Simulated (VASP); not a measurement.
# C (P6/mmm) in VASP: notebook, part 2 of 2

VASP 6.6.1.

### 3 Single point, PBE (14.77 Å³/atom)

This run uses another cell than the first one, of 14.77 Å³/atom.

INCAR reads:

```
SYSTEM = C
ALGO = Normal ; EDIFF = 1E-6
ENCUT = 520 ; GGA = PE
ISIF = 2 ; ISMEAR = -1
LASPH = .True. ; LCHARG = .True.
LELF = .True. ; LREAL = .False.
LVHAR = .True. ; LWAVE = .False.
NBANDS = 13 ; NELM = 60
PREC = Accurate ; SIGMA = 0.1
```

KPOINTS reads:

```
k-points
0
Gamma
  7 7 27
  0 0 0
```

POSCAR reads:

```
C
1.0
    6.3111294297      0.0000000001      0.0000000000
   -3.1555647149      5.4655984127      0.0000000000
    0.0000000000      0.0000000000      1.2842564679
C
3
Direct
    0.0000000000      0.0000000000      0.0000000000
    0.3333333333      0.6666666667      0.5000000000
    0.6666666667      0.3333333333      0.5000000000
```

Potentials or basis: VASP PAW PBE potentials, release 64 (C).

Launch:

```console
$ cat potpaw_PBE.64/C/POTCAR > POTCAR
$ mpirun -np 1 vasp_std > vasp.out
```

OUTCAR:

```text
SYSTEM = C
   EDIFF = 1E-6
   ENCUT = 520
   GGA = PE
   ISIF = 2
   ISMEAR = -1
   LASPH = .True.
   LREAL = .False.
   NELM = 60
   PREC = Accurate

 ion  position               nearest neighbor table
   1  0.000  0.000  0.000-
   2  0.333  0.667  0.500-
   3  0.667  0.333  0.500-

  LATTYP: Found a hexagonal cell.
 ALAT       =     6.3111294297
 C/A-ratio  =     0.2034907511

  Lattice vectors:

 A1 = (   6.3111294297,   0.0000000001,   0.0000000000)
 A2 = (  -3.1555647149,   5.4655984127,   0.0000000000)
 A3 = (   0.0000000000,   0.0000000000,   1.2842564679)

Analysis of symmetry for initial positions (statically):
=====================================================================
 Subroutine PRICEL returns:
 Original cell was already a primitive cell.

 Routine SETGRP: Setting up the symmetry group for a
 hexagonal supercell.

 Subroutine GETGRP returns: Found 24 space group operations
 (whereof 24 operations were pure point group operations)
 out of a pool of 24 trial point group operations.

The static configuration has the point symmetry D_6h.

Analysis of symmetry for dynamics (positions and initial velocities):
=====================================================================
 Subroutine PRICEL returns:
 Original cell was already a primitive cell.

 Routine SETGRP: Setting up the symmetry group for a
 hexagonal supercell.

 Subroutine GETGRP returns: Found 24 space group operations
 (whereof 24 operations were pure point group operations)
 out of a pool of 24 trial point group operations.

The dynamic configuration has the point symmetry D_6h.

 Subroutine INISYM returns: Found 24 space group operations
 (whereof 24 operations are pure point group operations),
 and found     1 'primitive' translations

----------------------------------------------------------------------------------------

                                     Primitive cell

  volume of cell :      44.2993

  direct lattice vectors                    reciprocal lattice vectors
     6.311129430  0.000000000  0.000000000     0.158450244  0.091481291  0.000000000
    -3.155564715  5.465598413  0.000000000    -0.000000000  0.182962582  0.000000000
     0.000000000  0.000000000  1.284256468     0.000000000  0.000000000  0.778660669

  length of vectors
     6.311129430  6.311129430  1.284256468     0.182962582  0.182962582  0.778660669

  position of ions in fractional coordinates (direct lattice)
     0.000000000  0.000000000  0.000000000
     0.333333333  0.666666667  0.500000000
     0.666666667  0.333333333  0.500000000

  ion indices of the primitive-cell ions
   primitive index   ion index
                 1           1
                 2           2
                 3           3

----------------------------------------------------------------------------------------

 KPOINTS: k-points

Automatic generation of k-mesh.
 Grid dimensions read from file:
 generate k-points for:    7    7   27

 Generating k-lattice:

  Cartesian coordinates                     Fractional coordinates (reciprocal lattice)
     0.022635749  0.013068756  0.000000000     0.142857143  0.000000000  0.000000000
    -0.000000000  0.026137512  0.000000000    -0.000000000  0.142857143  0.000000000
     0.000000000  0.000000000  0.028839284     0.000000000  0.000000000  0.037037037

  Length of vectors
     0.026137512  0.026137512  0.028839284

  Shift w.r.t. Gamma in fractional coordinates (k-lattice)
     0.000000000  0.000000000  0.000000000

 Subroutine IBZKPT returns following result:
 ===========================================

 Found    112 irreducible k-points:

 Following reciprocal coordinates:
            Coordinates               Weight
  0.000000  0.000000  0.000000      1.000000
  0.142857  0.000000  0.000000      6.000000
  0.285714 -0.000000  0.000000      6.000000
  0.428571  0.000000  0.000000      6.000000
  0.142857  0.142857  0.000000      6.000000
  0.285714  0.142857  0.000000     12.000000
[... 16 lines left out ...]
  0.428571  0.142857  0.074074     12.000000
  0.285714  0.285714  0.074074     12.000000
 [... further k-points ...]
   k-points           NKPTS =    112   k-points in BZ     NKDIM =    112   number of bands    NBANDS=     13
   number of dos      NEDOS =    301   number of ions     NIONS =      3
   total plane-waves  NPLWV =  23040
   dimension x,y,z NGX =    48 NGY =   48 NGZ =   10
   dimension x,y,z NGXF=    96 NGYF=   96 NGZF=   20
   ions per type =               3
   NGX,Y,Z   is equivalent  to a cutoff of  12.64, 12.64, 12.94 a.u.
   NGXF,Y,Z  is equivalent  to a cutoff of  25.29, 25.29, 25.89 a.u.
 SYSTEM =  C
   PREC   = accura    normal or accurate (medium, high low for compatibility)
   ISTART =      0    job   : 0-new  1-cont  2-samecut
   ICHARG =      2    charge: 1-file 2-atom 10-const
   ISPIN  =      1    spin polarized calculation?
   LNONCOLLINEAR =      F non collinear calculations
   LSORBIT =      F    spin-orbit coupling
   LASPH  =      T    aspherical Exc in radial PAW
   ENCUT  =  520.0 eV  38.22 Ry    6.18 a.u.  11.73 11.73  2.39*2*pi/ulx,y,z
   NELM   =     60;   NELMIN=  2; NELMDL= -5     # of ELM steps
   EDIFF  = 0.1E-05   stopping-criterion for ELM
   LREAL  =      F    real-space projection
   EDIFFG = 0.1E-04   stopping-criterion for IOM
   NSW    =      0    number of steps for IOM
[... 5 lines left out ...]
   TEBEG  =    0.0;   TEEND  =   0.0 temperature during run
   PSTRESS=    0.0 pullay stress
   NELECT =      12.0000    total number of electrons
   NUPDOWN=      -1.0000    fix difference up-down
   EMIN   =  10.00;   EMAX   =-10.00  energy-range for DOS
   EFERMI =   0.00;   METHOD = LEGACY
   ISMEAR =    -1;   SIGMA  =   0.10  broadening in eV -4-tet -1-fermi 0-gaus
   EFERMI_NEDOS =   21; number of points for ismear=-14 and -15
   IALGO  =     38    algorithm
   IMIX   =      4    mixing-type and parameters
     AMIX     =   0.40;   BMIX     =  1.00
     AMIX_MAG =   1.60;   BMIX_MAG =  1.00
  volume/ion in A,a.u.               =      14.77        99.65
  Fermi-wavevector in a.u.,A,eV,Ry     =   1.059261  2.001713 15.266203  1.122034
  Thomas-Fermi vector in A             =   2.194600
   LORBIT       =      0    0 simple, 1 ext, 2 COOP (PROOUT), +10 PAW based schemes
   GGA     = PE    functional components
   LHFCALC =     F    Hartree Fock is set to
   AEXX    =    0.0000 exact exchange contribution
   IVDW    =     0    specifies the selected vdW correction
   LEPSILON=     F    determine dielectric tensor
   LRPA    =     F    only Hartree local field effects (RPA)
 non-spin polarized calculation
  energy-cutoff  :      520.00
  volume of cell :       44.30
 maximum number of plane-waves:      1228
 NGX is ok and might be reduce to    48
   NGX = 23   NGY = 23   NGZ =  5

 number of electron      12.0000000 magnetization

 Free energy of the ion-electron system (eV)
  ---------------------------------------------------
  ext. energy  EPLUGINS =         0.00000000
  ---------------------------------------------------
  free energy    TOTEN  =       -24.73782928 eV

  energy without entropy =      -24.71860752  energy(sigma->0) =      -24.72821840

 E-fermi :   0.2561     XC(G=0):  -7.9679

 val. band max:        0.1987470470   @ k =   0.1429   0.0000   0.2593
 cond. band min:       0.3308917864   @ k =   0.4286   0.0000   0.2593
 fundamental gap:      0.1321447394
 Fermi energy:         0.2561159301

 k-point     1 :       0.0000    0.0000    0.0000
  band No.  band energies     occupation
      1     -16.2051      2.00000
      2     -15.8764      2.00000
      3     -15.8762      2.00000
      4      -5.3748      2.00000
      5      -5.3748      2.00000
      6      -5.3747      2.00000
      7      -5.3747      2.00000
      8      -4.3684      2.00000
      9      -4.3684      2.00000
     10       4.9711      0.00000
     11       9.1803      0.00000
     12       9.1804      0.00000
     13       9.1804      0.00000
[... 353 lines left out ...]
 k-point    24 :       0.2857    0.2857    0.0741
  band No.  band energies     occupation
      1     -15.7469      2.00000
      2     -15.6872      2.00000
      3     -15.6872      2.00000
      4      -5.0763      2.00000
      5      -5.0762      2.00000
      6      -4.8150      2.00000
      7      -4.1646      2.00000
      8      -4.1646      2.00000
      9      -4.0863      2.00000
     10       7.1928      0.00000
     11       7.6996      0.00000
     12       7.6997      0.00000
     13      10.0559      0.00000

 [... further k-points ...]

------------------------ aborting loop because EDIFF is reached ----------------------------------------

  FORCE on cell =-STRESS in cart. coord.  units (eV):
  Direction    XX          YY          ZZ          XY          YZ          ZX
  --------------------------------------------------------------------------------------
  -------------------------------------------------------------------------------------
  Total        0.2494533      0.2494533     -0.6012981      0.0000000     -0.0000000     -0.0000000
  in kB        9.0220092      9.0220092    -21.7472244      0.0000000     -0.0000000     -0.0000000
  external PRESSURE =      -1.2344020 kB  Pullay stress =       0.0000000 kB

 VOLUME and BASIS-vectors are now :
 -----------------------------------------------------------------------------
  energy-cutoff  :      520.00
  volume of cell :       44.30
      direct lattice vectors                 reciprocal lattice vectors
     6.311129430  0.000000000  0.000000000     0.158450244  0.091481291  0.000000000
    -3.155564715  5.465598413  0.000000000    -0.000000000  0.182962582  0.000000000
     0.000000000  0.000000000  1.284256468     0.000000000  0.000000000  0.778660669

 POSITION                                       TOTAL-FORCE (eV/Angst)
 -----------------------------------------------------------------------------------
      0.00000      0.00000      0.00000         0.000000      0.000000      0.000000
     -0.00000      3.64373      0.64213        -0.000000     -0.000000      0.000000
      3.15556      1.82187      0.64213         0.000000      0.000000     -0.000000
 -----------------------------------------------------------------------------------
    total drift:                               -0.000000      0.000000      0.000000

  FREE ENERGIE OF THE ION-ELECTRON SYSTEM (eV)
  ---------------------------------------------------
  free  energy   TOTEN  =       -24.7378292754 eV

  energy  without entropy=      -24.7186075209  energy(sigma->0) =      -24.72821840
```

stdout:

```text
POSCAR found type information on POSCAR C
 POSCAR found :  1 types and       3 ions
 scaLAPACK will be used
 LDA part: xc-table for (Slater+PW92), standard interpolation
 POSCAR, INCAR and KPOINTS ok, starting setup
 FFT: planning ... GRIDC
 FFT: planning ... GRID_SOFT
 FFT: planning ... GRID
 WAVECAR not read
 entering main loop
```

Wall time 57 s (1 thread of Intel Xeon 8259CL, shared host); peak memory 0.18 GiB.

Results:

| Quantity | Value |
| --- | --- |
| Free energy | -24.7378 eV |
| Pressure | -0.1 GPa |
| Band gap on the k mesh | zero (bands 6 and 7 overlap by 14.81 eV) |

Stress tensor (GPa, compression positive):
```
 0.90  0.00  0.00
 0.00  0.90  0.00
 0.00  0.00 -2.17
```

The gap in the log of VASP goes by the Fermi energy; the results here count the filled bands.